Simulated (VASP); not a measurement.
Here is a VASP 6.6.1 calculation.

INCAR

```
PREC     = Accurate       # precision mode
ENCUT    = 520            # plane-wave cutoff, eV
EDIFF    = 1E-6           # SCF threshold, eV
ISMEAR   = 0              # smearing method
SIGMA    = 0.15           # smearing width, eV
LREAL    = F              # projectors in reciprocal space
LASPH    = T              # aspherical terms in the spheres
NELM     = 100            # most SCF steps
ALGO     = Fast           # electronic algorithm
ISIF     = 2              # what is computed and relaxed
LWAVE    = F              # write WAVECAR
LCHARG   = F              # write CHGCAR
GGA      = PE             # functional
NBANDS   = 18             # bands
```

The input KPOINTS:

```
regular mesh
0
Gamma
  18 18 14
```

File POSCAR:

```
CuAu
1.0
    2.8000000000      0.0000000000      0.0000000000
    0.0000000000      2.8000000000      0.0000000000
    0.0000000000      0.0000000000      3.7617500000
Cu Au
1 1
Direct
    0.5000000000      0.5000000000      0.5000000000
    0.0000000000      0.0000000000      0.0000000000
```

Potentials or basis: VASP PAW PBE potentials, release 64 (Cu, Au).

Launch:

```bash
$ cat potpaw_PBE.64/Cu/POTCAR potpaw_PBE.64/Au/POTCAR > POTCAR
$ mpirun -np 1 vasp_std > vasp.out
```

Task: Predict the band gap on the k mesh.

Result: Zero (band 11 reaches 13.99 eV, above the bottom of band 12 at 6.63 eV).

Task: Predict the pressure.

Result: 2.9 GPa.

Stress tensor (GPa, compression positive):
```
3.47 0.00 0.00
0.00 3.47 0.00
0.00 0.00 1.69
```

Caveat: the cell differs from its parent crystal (strain +0.000 along x and y, +0.025 along z); spin-orbit coupling is left out, which moves the levels of the heavy elements.
